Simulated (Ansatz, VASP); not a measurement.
Ni in VASP and in Ansatz

INCAR

```
PREC = Accurate ; ENCUT = 590
EDIFF = 1E-6 ; ISMEAR = -5
SIGMA = 0.05 ; LREAL = F
LASPH = T ; NELM = 200
ALGO = Normal ; ISIF = 2
LWAVE = F ; LCHARG = T
ISPIN = 2 ; MAGMOM = 1
LORBIT = 11 ; LMAXMIX = 4
LDAU = T ; LDAUTYPE = 2
LDAUL = 2 ; LDAUU = 3.5
LDAUJ = 0 ; LDAUPRINT = 1
GGA = PE ; IVDW = 13
LELF = T ; LVHAR = T
NBANDS = 19 ; GGA_COMPAT = F
```

Contents of KPOINTS:

```
Automatic mesh
0
Gamma
  13 13 13
```

The input POSCAR:

```
Ni
1.0
    0.0000000000      1.6977453719      1.6977453719
    1.6977453719      0.0000000000      1.6977453719
    1.6977453719      1.6977453719      0.0000000000
Ni
1
Direct
    0.0000000000      0.0000000000      0.0000000000
```

Contents of input.yaml:

```yaml
crystal:
  lattice:
    - [0.0, 1.6977453719, 1.6977453719]
    - [1.6977453719, 0.0, 1.6977453719]
    - [1.6977453719, 1.6977453719, 0.0]
  atoms:
    - { symbol: Ni, position: [0.0, 0.0, 0.0], spin: 1.0 }
hamiltonian:
  xc: pbe
  pseudopotentials: { kind: paw }
  dispersion: d4
  hubbard:
    sites: [{ species: Ni, l: d, u_eff: 3.5 }]
    projectors: all-electron-ortho-atomic
    double_counting: fll
magnetization:
  spin_polarized: true
kpoints:
  mp_grid: { grid: [13, 13, 13] }
scf:
  occupations: { method: tetrahedron }
output:
  forces: true
  stress: true
```

Alike in both runs: task single point; functional PBE; dispersion D4; k mesh 13 × 13 × 13; occupations tetrahedron; collinear spin; Hubbard terms Ni d U = 3.5 eV.

|  | VASP | Ansatz |
| --- | --- | --- |
| version | VASP 6.6.1 | Ansatz 0.2.0 |
| potentials or method | VASP PAW PBE potentials, release 64 (Ni_sv_GW) | Ansatz PAW |
| plane-wave cutoff (eV) | 590 | 420 |
| valence electrons in the cell | 18 | 18 |

|  | VASP | Ansatz | Ansatz less VASP |
| --- | --- | --- | --- |
| gap on the k mesh at the Fermi level (eV) | none | none | - |
| pressure (GPa) | 15.2 | 20.0 | +4.85 |
| net moment per atom (μB) | 0.74 | 0.63 | -0.111 |
| size of the moment on the site where the two differ most (μB) | 0.81 | 0.68 | -0.129 |

The net moments are unlike, so the other rows may belong to different states. Site moments also hang on the region over which each program counts them. The programs project onto different local orbitals, so the same U acts differently, and such runs can settle in different states. A gap of «none» marks a metal or a gap that the smearing closes.

Noted on Ansatz's run: the magnetic or orbital state may not be the lowest.
